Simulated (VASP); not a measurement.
# W (Fm-3m) in VASP: notebook, part 2 of 2

VASP 6.6.1.

### 4 Relaxation of cell and atoms, PBE, target pressure 430 GPa, at which the enthalpy is minimised

INCAR

```
PREC = Accurate
ENCUT = 600
EDIFF = 1E-6
ISMEAR = -1
SIGMA = 0.05
LREAL = False
LASPH = True
NELM = 60
ALGO = Normal
ISIF = 3
LWAVE = False
LCHARG = False
GGA = PE
IBRION = 2
NSW = 32
EDIFFG = -0.005
PSTRESS = 4300.0
```

KPOINTS

```
Automatic mesh
0
Gamma
  20 20 20
```

POSCAR

```
W
1.0
    0.0000000000      1.6856236246      1.6856236246
    1.6856236246      0.0000000000      1.6856236246
    1.6856236246      1.6856236246      0.0000000000
W
1
Direct
    0.0000000000      0.0000000000      0.0000000000
```

Potentials or basis: VASP PAW PBE potentials, release 64 (W_sv).

On the command line:

```console
cat potpaw_PBE.64/W_sv/POTCAR > POTCAR
mpirun -np 1 vasp_std > vasp.out
```

OUTCAR:

```text
PREC = Accurate
   ENCUT = 600
   EDIFF = 1E-6
   ISMEAR = -1
   LREAL = False
   LASPH = True
   NELM = 60
   ISIF = 3
   GGA = PE
   IBRION = 2
   NSW = 32
   EDIFFG = -0.005
   PSTRESS = 4300.0

 ion  position               nearest neighbor table
   1  0.000  0.000  0.000-

  LATTYP: Found a face centered cubic cell.
 ALAT       =     3.3712472492

  Lattice vectors:

 A1 = (   0.0000000000,   1.6856236246,   1.6856236246)
 A2 = (   1.6856236246,   0.0000000000,   1.6856236246)
 A3 = (   1.6856236246,   1.6856236246,   0.0000000000)

Analysis of symmetry for initial positions (statically):
=====================================================================
 Subroutine PRICEL returns:
 Original cell was already a primitive cell.

 Routine SETGRP: Setting up the symmetry group for a
 face centered cubic supercell.

 Subroutine GETGRP returns: Found 48 space group operations
 (whereof 48 operations were pure point group operations)
 out of a pool of 48 trial point group operations.

The static configuration has the point symmetry O_h .

Analysis of symmetry for dynamics (positions and initial velocities):
=====================================================================
 Subroutine PRICEL returns:
 Original cell was already a primitive cell.

 Routine SETGRP: Setting up the symmetry group for a
 face centered cubic supercell.

 Subroutine GETGRP returns: Found 48 space group operations
 (whereof 48 operations were pure point group operations)
 out of a pool of 48 trial point group operations.

The dynamic configuration has the point symmetry O_h .

 Subroutine INISYM returns: Found 48 space group operations
 (whereof 48 operations are pure point group operations),
 and found     1 'primitive' translations

----------------------------------------------------------------------------------------

                                     Primitive cell

  volume of cell :       9.5788

  direct lattice vectors                    reciprocal lattice vectors
     0.000000000  1.685623625  1.685623625    -0.296626123  0.296626123  0.296626123
     1.685623625  0.000000000  1.685623625     0.296626123 -0.296626123  0.296626123
     1.685623625  1.685623625  0.000000000     0.296626123  0.296626123 -0.296626123

  length of vectors
     2.383831791  2.383831791  2.383831791     0.513771515  0.513771515  0.513771515

  position of ions in fractional coordinates (direct lattice)
     0.000000000  0.000000000  0.000000000

  ion indices of the primitive-cell ions
   primitive index   ion index
                 1           1

----------------------------------------------------------------------------------------

 KPOINTS: Automatic mesh

Automatic generation of k-mesh.
 Grid dimensions read from file:
 generate k-points for:   20   20   20

 Generating k-lattice:

  Cartesian coordinates                     Fractional coordinates (reciprocal lattice)
    -0.014831306  0.014831306  0.014831306     0.050000000  0.000000000  0.000000000
     0.014831306 -0.014831306  0.014831306     0.000000000  0.050000000  0.000000000
[... 55 lines left out ...]
   LASPH  =      T    aspherical Exc in radial PAW
   ENCUT  =  600.0 eV  44.10 Ry    6.64 a.u.   4.76  4.76  4.76*2*pi/ulx,y,z
   NELM   =     60;   NELMIN=  2; NELMDL= -5     # of ELM steps
   EDIFF  = 0.1E-05   stopping-criterion for ELM
   LREAL  =      F    real-space projection
   EDIFFG = -.5E-02   stopping-criterion for IOM
   NSW    =     32    number of steps for IOM
   IBRION =      2    ionic relax: 0-MD 1-quasi-New 2-CG
   NFREE  =      1    steps in history (QN), initial steepest desc. (CG)
   ISIF   =      3    stress and relaxation
   ISYM   =      2    0-nonsym 1-usesym 2-fastsym
   POTIM  = 0.5000    time-step for ionic-motion
   TEBEG  =    0.0;   TEEND  =   0.0 temperature during run
   PSTRESS= 4300.0 pullay stress
   NELECT =      14.0000    total number of electrons
   NUPDOWN=      -1.0000    fix difference up-down
   EMIN   =  10.00;   EMAX   =-10.00  energy-range for DOS
   EFERMI =   0.00;   METHOD = LEGACY
   ISMEAR =    -1;   SIGMA  =   0.05  broadening in eV -4-tet -1-fermi 0-gaus
   EFERMI_NEDOS =   21; number of points for ismear=-14 and -15
   IALGO  =     38    algorithm
   IMIX   =      4    mixing-type and parameters
     AMIX     =   0.40;   BMIX     =  1.00
     AMIX_MAG =   1.60;   BMIX_MAG =  1.00
  volume/ion in A,a.u.               =       9.58        64.64
  Fermi-wavevector in a.u.,A,eV,Ry     =   1.857862  3.510851 46.962591  3.451653
  Thomas-Fermi vector in A             =   2.906435
   LORBIT       =      0    0 simple, 1 ext, 2 COOP (PROOUT), +10 PAW based schemes
   GGA     = PE    functional components
   LHFCALC =     F    Hartree Fock is set to
   AEXX    =    0.0000 exact exchange contribution
   IVDW    =     0    specifies the selected vdW correction
   LEPSILON=     F    determine dielectric tensor
   LRPA    =     F    only Hartree local field effects (RPA)
 conjugate gradient relaxation of ions
 non-spin polarized calculation
  energy-cutoff  :      600.00
  volume of cell :        9.58
 maximum number of plane-waves:       332
   NGX =  9   NGY =  9   NGZ =  9

--------------------------------------- Ionic step        1  -------------------------------------------

 number of electron      14.0000002 magnetization

 Free energy of the ion-electron system (eV)
  ---------------------------------------------------
  ext. energy  EPLUGINS =         0.00000000
  ---------------------------------------------------
  free energy    TOTEN  =        -6.33873098 eV

  energy without entropy =       -6.33374847  energy(sigma->0) =       -6.33623973

------------------------ aborting loop because EDIFF is reached ----------------------------------------

  FORCE on cell =-STRESS in cart. coord.  units (eV):
  Direction    XX          YY          ZZ          XY          YZ          ZX
  --------------------------------------------------------------------------------------
  -------------------------------------------------------------------------------------
  Total       26.7045541     26.7045541     26.7045541      0.0000000      0.0000000     -0.0000000
  in kB     4466.6722701   4466.6722701   4466.6722701      0.0000000      0.0000000     -0.0000000
  external PRESSURE =     166.6722701 kB  Pullay stress =    4300.0000000 kB
[... 94 lines left out ...]
  energy  without entropy=       -6.6169972822  energy(sigma->0) =       -6.61942719

  enthalpy is  TOTEN    =        19.3643926972 eV   P V=       25.9862498046

[... ionic steps 4 to 12 ...]

--------------------------------------- Ionic step       13  -------------------------------------------

 number of electron      14.0000002 magnetization

------------------------ aborting loop because EDIFF is reached ----------------------------------------
[... 69 lines left out ...]
--------------------------------------- Ionic step       15  -------------------------------------------

 number of electron      14.0000002 magnetization

 Free energy of the ion-electron system (eV)
  ---------------------------------------------------
  ext. energy  EPLUGINS =         0.00000000
  ---------------------------------------------------
  free energy    TOTEN  =        -6.60317828 eV

  energy without entropy =       -6.59830748  energy(sigma->0) =       -6.60074288

 E-fermi :  19.6316     XC(G=0): -16.6542

 val. band max:       19.6210295778   @ k =  -0.2000   0.1500   0.0000
 cond. band min:      19.6380222026   @ k =   0.3500   0.2500   0.0000
 fundamental gap:      0.0169926247
 Fermi energy:        19.6315800255

 k-point     1 :       0.0000    0.0000    0.0000
  band No.  band energies     occupation
      1     -54.3639      2.00000
      2     -15.9622      2.00000
      3     -15.9622      2.00000
      4     -15.9622      2.00000
      5       8.5461      2.00000
      6      17.5507      2.00000
      7      17.5507      2.00000
      8      17.5507      2.00000
      9      23.9023      0.00000
     10      23.9023      0.00000
     11      32.3124      0.00000
[... 309 lines left out ...]
 k-point    24 :      -0.3500    0.0500    0.0000
  band No.  band energies     occupation
      1     -53.5698      2.00000
      2     -20.7389      2.00000
      3     -16.7286      2.00000
      4     -16.5121      2.00000
      5      10.9512      2.00000
      6      17.3091      2.00000
      7      17.5435      2.00000
      8      20.8265      0.00000
      9      25.7919      0.00000
     10      27.9197      0.00000
     11      32.6088      0.00000

 [... further k-points ...]

------------------------ aborting loop because EDIFF is reached ----------------------------------------

  FORCE on cell =-STRESS in cart. coord.  units (eV):
  Direction    XX          YY          ZZ          XY          YZ          ZX
  --------------------------------------------------------------------------------------
  -------------------------------------------------------------------------------------
  Total       25.9716047     25.9716047     25.9716047      0.0000000      0.0000000     -0.0000000
  in kB     4300.6724709   4300.6724709   4300.6724709      0.0000000      0.0000000     -0.0000000
  external PRESSURE =       0.6724709 kB  Pullay stress =    4300.0000000 kB
[... 20 lines left out ...]
  energy  without entropy=       -6.5983074792  energy(sigma->0) =       -6.60074288

  enthalpy is  TOTEN    =        19.3643654193 eV   P V=       25.9675437013

 reached required accuracy - stopping structural energy minimisation
```

OSZICAR:

```text
N       E                     dE             d eps       ncg     rms          rms(c)
DAV:   1     0.855475574954E+02    0.85548E+02   -0.85738E+03  5688   0.172E+03
DAV:   2    -0.546717221427E+01   -0.91015E+02   -0.87608E+02  5926   0.372E+02
[... 73 lines left out ...]
DAV:   1    -0.660200412941E+01   -0.58719E-03   -0.12606E-06  2816   0.200E-02    0.512E-03
DAV:   2    -0.660200408247E+01    0.46940E-07   -0.61539E-08  2816   0.386E-03
  14 F= 0.19364366E+02 E0= 0.19366801E+02  d E =-.695231E-07
       N       E                     dE             d eps       ncg     rms          rms(c)
DAV:   1    -0.660317847525E+01   -0.11743E-02   -0.51157E-06  5707   0.400E-02    0.104E-02
DAV:   2    -0.660317828198E+01    0.19327E-06   -0.21837E-07  2816   0.740E-03
  15 F= 0.19364365E+02 E0= 0.19366801E+02  d E =-.155849E-06
```

CONTCAR:

```text
W
   1.00000000000000
     0.0000000000000001    1.6912754082214774    1.6912754082214774
     1.6912754082214774   -0.0000000000000001    1.6912754082214774
     1.6912754082214774    1.6912754082214774   -0.0000000000000001
  W
     1
Direct
     0.0000000000000000    0.0000000000000000    0.0000000000000000

  0.00000000E+00  0.00000000E+00  0.00000000E+00
```

Run time: 51 s. Hardware: 1 thread of Intel Xeon 6975P-C (Granite Rapids), shared host; peak memory 0.16 GiB.

Results:

| Item | Value |
| --- | --- |
| Free energy | -6.6032 eV |
| Relaxed volume | 9.68 Å³/atom |
| Relaxed cell | a = 2.392 Å, b = 2.392 Å, c = 2.392 Å, α = 60.00°, β = 60.00°, γ = 60.00° |
| Space group after relaxing (to 0.05 Å) | Fm-3m (No. 225) |
| Energy change on relaxing (the enthalpy is what falls) | -264.4 meV/atom |
| Ionic steps | 15 |
| Pressure after relaxing | 430.1 GPa |
| Band gap on the k mesh | zero (band 7 reaches 28.39 eV, above the bottom of band 8 at 17.55 eV) |

The path:
| step | energy change (eV) | largest force (eV/Å) | pressure (GPa) | volume (Å³) |
| --- | --- | --- | --- | --- |
| 1 | 0.0000 | 0.0000 | 446.67 | 9.58 |
| 2 | -3.0706 | 0.0000 | 250.64 | 11.03 |
| 3 | -0.2831 | 0.0000 | 428.85 | 9.68 |
| 4 | -0.2649 | 0.0000 | 429.91 | 9.68 |
| 5 | -0.2597 | 0.0000 | 430.23 | 9.67 |
| 6 | -0.2603 | 0.0000 | 430.28 | 9.67 |
| 7 | -0.2621 | 0.0000 | 430.25 | 9.67 |
| 8 | -0.2621 | 0.0000 | 430.15 | 9.67 |
| 9 | -0.2621 | 0.0000 | 430.14 | 9.67 |
| 10 | -0.2622 | 0.0000 | 430.14 | 9.67 |
| 11 | -0.2622 | 0.0000 | 430.14 | 9.67 |
| 12 | -0.2624 | 0.0000 | 430.13 | 9.67 |
| 13 | -0.2627 | 0.0000 | 430.12 | 9.67 |
| 14 | -0.2633 | 0.0000 | 430.10 | 9.68 |
| 15 | -0.2644 | 0.0000 | 430.07 | 9.68 |

Final structure:
```xyz
1
Lattice="0.0000 1.6913 1.6913 1.6913 0.0000 1.6913 1.6913 1.6913 0.0000" Properties=species:S:1:pos:R:3 pbc="T T T"
W     0.0000    0.0000    0.0000
```

Levels at points of the mesh, in eV from the Fermi level:
```tsv
k point	band 4	band 5	band 6	band 7	band 8	band 9	band 10	band 11
(0.00, 0.00, 0.00)	-35.59	-11.09	-2.08	-2.08	-2.08	4.27	4.27	12.68
(0.50, 0.00, 0.00)	-36.29	-9.33	-2.67	-2.67	4.07	9.49	9.49	13.05
(0.50, 0.50, 0.00)	-37.58	-10.79	-9.50	8.75	9.55	11.18	11.18	17.63
```

Caveat: the cell is relaxed towards a set pressure, so the enthalpy falls and the energy may rise; spin-orbit coupling is left out, which moves the levels of the heavy elements.

### 5 The runs side by side

```csv
task,cell,cutoff (eV),gap on the mesh (eV),pressure (GPa)
single point,"a = 2.384 Å, angles 60.0°, 1 atom",520,none,446.6
single point,"a = 2.382 Å, angles 60.0°, 1 atom",520,none,449.7
relaxation of cell and atoms,"relaxed to 430 GPa from a = 2.384 Å, angles 60.0°, 1 atom",600,none,430.1
```

Alike in all rows: level PBE; potentials or basis VASP PAW PBE potentials, release 64 (W_sv); no spin polarisation; k mesh 20 × 20 × 20; smearing fermi-dirac 0.05 eV.

Caveats: spin-orbit coupling is left out, which moves the levels of the heavy elements; the cell is relaxed towards a set pressure, so the enthalpy falls and the energy may rise (some runs).

Absolute energies hang on the potentials; compare differences alone.
